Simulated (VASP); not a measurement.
A run of VASP 6.6.1 is set up as follows.

The input INCAR:

```
SYSTEM = Ti
PREC = Accurate ; ENCUT = 600
EDIFF = 1E-6 ; ISMEAR = -1
SIGMA = 0.1 ; LREAL = .False.
LASPH = .True. ; NELM = 100
ALGO = Normal ; ISIF = 3
LWAVE = .False. ; LCHARG = .False.
GGA = PE ; IBRION = 2
NSW = 80 ; EDIFFG = -0.01
```

KPOINTS

```
regular mesh
0
Gamma
  12 12 4
  0 0 0
```

The input POSCAR:

```
Ti
1.0
    2.9229395509      0.0000000000      0.0000000000
   -1.4614697754      2.5313399048      0.0000000000
    0.0000000000      0.0000000000      9.5463205732
Ti
4
Direct
    0.0000000000      0.0000000000      0.0000000000
    0.0000000000      0.0000000000      0.5000000000
    0.3333333333      0.6666666667      0.2500000000
    0.6666666667      0.3333333333      0.7500000000
```

Potentials or basis: VASP PAW PBE potentials, release 64 (Ti_sv).

The run is started by

```bash
$ cat potpaw_PBE.64/Ti_sv/POTCAR > POTCAR
$ mpirun -np 1 vasp_std > vasp.out
```

Task: Estimate the band gap on the k mesh.

Result: Zero (bands 24 and 25 overlap by 1.09 eV).

Task: What does it give for the space group after relaxing (to 0.1 Å)?

Result: P6_3/mmc (No. 194).

Task: Estimate the relaxed volume.

Result: 17.46 Å³/atom.

Final structure:
```xyz
4
Lattice="2.9315 0.0000 0.0000 -1.4658 2.5388 0.0000 0.0000 0.0000 9.3812" Properties=species:S:1:pos:R:3 pbc="T T T"
Ti    0.0000    0.0000    0.0000
Ti    0.0000    0.0000    4.6906
Ti    0.0000    1.6925    2.3453
Ti    1.4658    0.8463    7.0359
```

Caveat: the highest band is partly filled, so the run has too few bands.
